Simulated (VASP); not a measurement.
# WC (Qusongite) (P-6m2) in VASP: a series of runs

Aim: see how the results for WC (Qusongite) move with the level of theory and the settings. Levels: revPBE+D3(BJ), PBE. Tasks: single point.

All numbers are computed with VASP 6.6.1; they aren't measurements. Logs are shortened: lines on timing, memory, paths and dates and some standing lists are left out, and cuts for length are marked.

### 1 The cell of the first run

Symmetry: P-6m2, No. 187, hexagonal system. Conventional cell: a = 2.893 Å, b = 2.893 Å, c = 2.826 Å, α = 90.00°, β = 90.00°, γ = 120.00°. W (site symmetry -6m2) has 6 C at 2.19 Å and 8 W at 2.83 to 2.89 Å within 2.9 Å. Within 2.9 Å of C (site symmetry -6m2) lie 6 W at 2.19 Å and 8 C at 2.83 to 2.89 Å.

### 2 Single point, revPBE+D3(BJ)

The input, INCAR:

```
SYSTEM = WC
ALGO = Normal
EDIFF = 1E-6
ENCUT = 520
GGA = RE
ISIF = 2
ISMEAR = -1
IVDW = 12
LASPH = .TRUE.
LCHARG = .TRUE.
LELF = .TRUE.
LREAL = .FALSE.
LVHAR = .TRUE.
LWAVE = .FALSE.
NBANDS = 16
NELM = 100
PREC = Accurate
SIGMA = 0.05
```

The input, KPOINTS:

```
k-points
0
G
  10 10 9
  0 0 0
```

The input, POSCAR:

```
WC
1.0
    2.8934658500      0.0000000000      0.0000000000
   -1.4467329250      2.5058149311      0.0000000000
    0.0000000000      0.0000000000      2.8262184488
W C
1 1
Direct
    0.0000000000      0.0000000000      0.0000000000
    0.6666666667      0.3333333333      0.5000000000
```

Potentials or basis: VASP PAW PBE potentials, release 64 (W_sv, C).

On the command line:

```console
cat potpaw_PBE.64/W_sv/POTCAR potpaw_PBE.64/C/POTCAR > POTCAR
mpirun -np 1 vasp_std > vasp.out
```

OUTCAR:

```text
SYSTEM = WC
   EDIFF = 1E-6
   ENCUT = 520
   GGA = RE
   ISIF = 2
   ISMEAR = -1
   IVDW = 12
   LASPH = .TRUE.
   LREAL = .FALSE.
   NELM = 100
   PREC = Accurate
 IVDW          = 12

 ion  position               nearest neighbor table
   1  0.000  0.000  0.000-   2 2.19   2 2.19   2 2.19   2 2.19   2 2.19   2 2.19
   2  0.667  0.333  0.500-   1 2.19   1 2.19   1 2.19   1 2.19   1 2.19   1 2.19

  LATTYP: Found a hexagonal cell.
 ALAT       =     2.8934658500
 C/A-ratio  =     0.9767588751

  Lattice vectors:

 A1 = (   2.8934658500,   0.0000000000,   0.0000000000)
 A2 = (  -1.4467329250,   2.5058149311,   0.0000000000)
 A3 = (   0.0000000000,   0.0000000000,   2.8262184488)

Analysis of symmetry for initial positions (statically):
=====================================================================
 Subroutine PRICEL returns:
 Original cell was already a primitive cell.

 Routine SETGRP: Setting up the symmetry group for a
 hexagonal supercell.

 Subroutine GETGRP returns: Found 12 space group operations
 (whereof 12 operations were pure point group operations)
 out of a pool of 24 trial point group operations.

The static configuration has the point symmetry D_3h.

Analysis of symmetry for dynamics (positions and initial velocities):
=====================================================================
 Subroutine PRICEL returns:
 Original cell was already a primitive cell.

 Routine SETGRP: Setting up the symmetry group for a
 hexagonal supercell.

 Subroutine GETGRP returns: Found 12 space group operations
 (whereof 12 operations were pure point group operations)
 out of a pool of 24 trial point group operations.

The dynamic configuration has the point symmetry D_3h.

 Subroutine INISYM returns: Found 12 space group operations
 (whereof 12 operations are pure point group operations),
 and found     1 'primitive' translations

----------------------------------------------------------------------------------------

                                     Primitive cell

  volume of cell :      20.4915

  direct lattice vectors                    reciprocal lattice vectors
     2.893465850  0.000000000  0.000000000     0.345606291  0.199535885  0.000000000
    -1.446732925  2.505814931  0.000000000     0.000000000  0.399071770  0.000000000
     0.000000000  0.000000000  2.826218449     0.000000000  0.000000000  0.353829691

  length of vectors
     2.893465850  2.893465850  2.826218449     0.399071770  0.399071770  0.353829691

  position of ions in fractional coordinates (direct lattice)
[... 75 lines left out ...]
   LSORBIT =      F    spin-orbit coupling
   LASPH  =      T    aspherical Exc in radial PAW
   ENCUT  =  520.0 eV  38.22 Ry    6.18 a.u.   5.38  5.38  5.25*2*pi/ulx,y,z
   NELM   =    100;   NELMIN=  2; NELMDL= -5     # of ELM steps
   EDIFF  = 0.1E-05   stopping-criterion for ELM
   LREAL  =      F    real-space projection
   EDIFFG = 0.1E-04   stopping-criterion for IOM
   NSW    =      0    number of steps for IOM
   IBRION =     -1    ionic relax: 0-MD 1-quasi-New 2-CG
   NFREE  =      0    steps in history (QN), initial steepest desc. (CG)
   ISIF   =      2    stress and relaxation
   ISYM   =      2    0-nonsym 1-usesym 2-fastsym
   POTIM  = 0.5000    time-step for ionic-motion
   TEBEG  =    0.0;   TEEND  =   0.0 temperature during run
   PSTRESS=    0.0 pullay stress
   NELECT =      18.0000    total number of electrons
   NUPDOWN=      -1.0000    fix difference up-down
   EMIN   =  10.00;   EMAX   =-10.00  energy-range for DOS
[... 5 lines left out ...]
     AMIX     =   0.40;   BMIX     =  1.00
     AMIX_MAG =   1.60;   BMIX_MAG =  1.00
  volume/ion in A,a.u.               =      10.25        69.14
  Fermi-wavevector in a.u.,A,eV,Ry     =   1.567862  2.962831 33.445744  2.458193
  Thomas-Fermi vector in A             =   2.669979
   LORBIT       =      0    0 simple, 1 ext, 2 COOP (PROOUT), +10 PAW based schemes
   GGA     = RE    functional components
   LHFCALC =     F    Hartree Fock is set to
   AEXX    =    0.0000 exact exchange contribution
   IVDW    =    12    specifies the selected vdW correction
   LEPSILON=     F    determine dielectric tensor
   LRPA    =     F    only Hartree local field effects (RPA)
 non-spin polarized calculation
  energy-cutoff  :      520.00
  volume of cell :       20.49
 maximum number of plane-waves:       569
 NGX is ok and might be reduce to    24
   NGX = 11   NGY = 11   NGZ = 11

 number of electron      18.0000001 magnetization

 Free energy of the ion-electron system (eV)
  ---------------------------------------------------
  ext. energy  EPLUGINS =         0.00000000
  ---------------------------------------------------
  free energy    TOTEN  =       -21.56392073 eV

  energy without entropy =      -21.56204625  energy(sigma->0) =      -21.56298349

 E-fermi :  11.3260     XC(G=0): -13.8376

 val. band max:       11.2393115035   @ k =   0.0000   0.0000   0.3333
 cond. band min:      11.3425000311   @ k =   0.1000   0.0000   0.3333
 fundamental gap:      0.1031885276
 Fermi energy:        11.3259508469

 k-point     1 :       0.0000    0.0000    0.0000
  band No.  band energies     occupation
      1     -62.6671      2.00000
      2     -26.6485      2.00000
      3     -26.5360      2.00000
      4     -26.5360      2.00000
      5      -3.2589      2.00000
      6       6.9412      2.00000
[... 433 lines left out ...]
      3     -26.7727      2.00000
      4     -26.6177      2.00000
      5       0.2149      2.00000
      6       4.3534      2.00000
[... 8 lines left out ...]
     15      24.9167      0.00000
     16      28.9531      0.00000

 [... further k-points ...]

------------------------ aborting loop because EDIFF is reached ----------------------------------------

 Edisp (eV)   -1.74876

 E8    (eV) :    -1.2421

  FORCE on cell =-STRESS in cart. coord.  units (eV):
  Direction    XX          YY          ZZ          XY          YZ          ZX
  --------------------------------------------------------------------------------------
  -------------------------------------------------------------------------------------
  Total       0.12464     0.12464     0.15702     0.00000    -0.00000     0.00000
  in kB       9.74525     9.74525    12.27681     0.00000    -0.00000     0.00000
  external pressure =       10.59 kB  Pullay stress =        0.00 kB

 VOLUME and BASIS-vectors are now :
 -----------------------------------------------------------------------------
  energy-cutoff  :      520.00
  volume of cell :       20.49
      direct lattice vectors                 reciprocal lattice vectors
     2.893465850  0.000000000  0.000000000     0.345606291  0.199535885  0.000000000
    -1.446732925  2.505814931  0.000000000     0.000000000  0.399071770  0.000000000
     0.000000000  0.000000000  2.826218449     0.000000000  0.000000000  0.353829691

 POSITION                                       TOTAL-FORCE (eV/Angst)
 -----------------------------------------------------------------------------------
      0.00000      0.00000      0.00000         0.000000      0.000000      0.000000
      1.44673      0.83527      1.41311        -0.000000      0.000000      0.000000
 -----------------------------------------------------------------------------------
    total drift:                                0.000000     -0.000000      0.000000

  FREE ENERGIE OF THE ION-ELECTRON SYSTEM (eV)
  ---------------------------------------------------
  free  energy   TOTEN  =       -23.3126785710 eV

  energy  without entropy=      -23.3108040903  energy(sigma->0) =      -23.31174133
```

OSZICAR:

```text
N       E                     dE             d eps       ncg     rms          rms(c)
DAV:   1     0.110071394367E+03    0.11007E+03   -0.93902E+03  2256   0.126E+03
DAV:   2    -0.214115213000E+02   -0.13148E+03   -0.12726E+03  2688   0.335E+02
DAV:   3    -0.245286229223E+02   -0.31171E+01   -0.31073E+01  2448   0.493E+01
DAV:   4    -0.245441476864E+02   -0.15525E-01   -0.15524E-01  2936   0.393E+00
DAV:   5    -0.245442627329E+02   -0.11505E-03   -0.11505E-03  2512   0.318E-01    0.331E+01
DAV:   6    -0.216309987572E+02    0.29133E+01   -0.54516E+00  2696   0.254E+01    0.899E+00
DAV:   7    -0.215891723919E+02    0.41826E-01   -0.39202E-01  2320   0.476E+00    0.631E+00
DAV:   8    -0.215651001370E+02    0.24072E-01   -0.54179E-02  2456   0.201E+00    0.108E+00
DAV:   9    -0.215639376623E+02    0.11625E-02   -0.29103E-03  2512   0.402E-01    0.116E-01
DAV:  10    -0.215639260951E+02    0.11567E-04   -0.29932E-04  2504   0.195E-01    0.689E-02
DAV:  11    -0.215639220703E+02    0.40248E-05   -0.20184E-05  2664   0.397E-02    0.108E-02
DAV:  12    -0.215639207966E+02    0.12737E-05   -0.37980E-06  2504   0.168E-02    0.125E-03
DAV:  13    -0.215639207267E+02    0.69946E-07   -0.14745E-07  1304   0.335E-03
   1 F= -.23312679E+02 E0= -.23311741E+02  d E =-.187448E-02
```

stdout:

```text
POSCAR found type information on POSCAR W C
 POSCAR found :  2 types and       2 ions
 scaLAPACK will be used
 -----------------------------------------------------------------------------
|                                                                             |
|                                                                             |
|     You enforced a specific xc type in the INCAR file but a different       |
|     I HOPE YOU KNOW WHAT YOU ARE DOING!                                     |
|                                                                             |
 -----------------------------------------------------------------------------

 LDA part: xc-table for (Slater+PW92), standard interpolation
 POSCAR, INCAR and KPOINTS ok, starting setup
 FFT: planning ... GRIDC
 FFT: planning ... GRID_SOFT
 FFT: planning ... GRID
 WAVECAR not read
 entering main loop
```

Run time: 7.8 s. Hardware: 1 thread of Intel Xeon 6975P-C (Granite Rapids), shared host; peak memory 0.17 GiB.

What came out:

| Item | Value |
| --- | --- |
| Free energy | -23.3127 eV |
| Pressure | 1.1 GPa |
| Band gap on the k mesh | zero (band 9 reaches 11.98 eV, above the bottom of band 10 at 10.78 eV) |
| Dispersion energy per atom | -0.874 eV |

Stress tensor (GPa, compression positive):
```
0.97 0.00 0.00
0.00 0.97 0.00
0.00 0.00 1.23
```

Levels at points of the mesh, in eV from the Fermi level:
```csv
k point,band 5,band 6,band 7,band 8,band 9,band 10,band 11,band 12,band 13,band 14
"(0.00, 0.00, 0.00)",-14.58,-4.38,-3.38,-3.38,0.08,3.30,3.30,5.71,5.71,6.46
"(0.50, 0.00, 0.00)",-11.20,-7.10,-3.68,-3.63,-0.47,2.39,4.63,4.99,6.95,9.74
```

Caveat: the PAW data sets were made with another functional, which shifts forces and pressure a little; spin-orbit coupling is left out, which moves the levels of the heavy elements; pairwise dispersion overbinds metals, which lowers pressure and volume.

### 3 Single point, PBE

This run uses another cell than the first one, of 10.38 Å³/atom, 1.013 times its volume.

The input, INCAR:

```
ALGO = Normal ; EDIFF = 1E-6
ENCUT = 520 ; GGA = PE
ISIF = 2 ; ISMEAR = 0
LASPH = T ; LCHARG = F
LREAL = F ; LWAVE = F
NBANDS = 16 ; NELM = 80
PREC = Accurate ; SIGMA = 0.013000000000000001
```

The input, KPOINTS:

```
k-points
0
Gamma
  10 10 9
```

The input, POSCAR:

```
WC
1.0
    2.9065000000      0.0000000000      0.0000000000
   -1.4532500000      2.5171028361      0.0000000000
    0.0000000000      0.0000000000      2.8366000000
W C
1 1
Direct
    0.0000000000      0.0000000000      0.0000000000
    0.6666666667      0.3333333333      0.5000000000
```

Potentials or basis: VASP PAW PBE potentials, release 64 (W_sv, C).

On the command line:

```console
cat potpaw_PBE.64/W_sv/POTCAR potpaw_PBE.64/C/POTCAR > POTCAR
mpirun -np 1 vasp_std > vasp.out
```

Run time: 7.3 s. Hardware: 1 thread of Intel Xeon 6975P-C (Granite Rapids), shared host; peak memory 0.15 GiB.

Results (log left out):

| Item | Value |
| --- | --- |
| Free energy | -22.4452 eV |
| Pressure | 6.7 GPa |
| Band gap on the k mesh | zero (band 9 reaches 11.73 eV, above the bottom of band 10 at 10.54 eV) |

Stress tensor (GPa, compression positive):
```
6.89 0.00 0.00
0.00 6.89 0.00
0.00 0.00 6.23
```

Levels at points of the mesh, in eV from the Fermi level:
```csv
k point,band 6,band 7,band 8,band 9,band 10,band 11,band 12,band 13
"(0.00, 0.00, 0.00)",-4.33,-3.35,-3.35,0.07,3.22,3.22,5.61,5.61
"(0.50, 0.00, 0.00)",-7.05,-3.63,-3.58,-0.49,2.33,4.52,4.87,6.84
```

Caveat: spin-orbit coupling is left out, which moves the levels of the heavy elements.
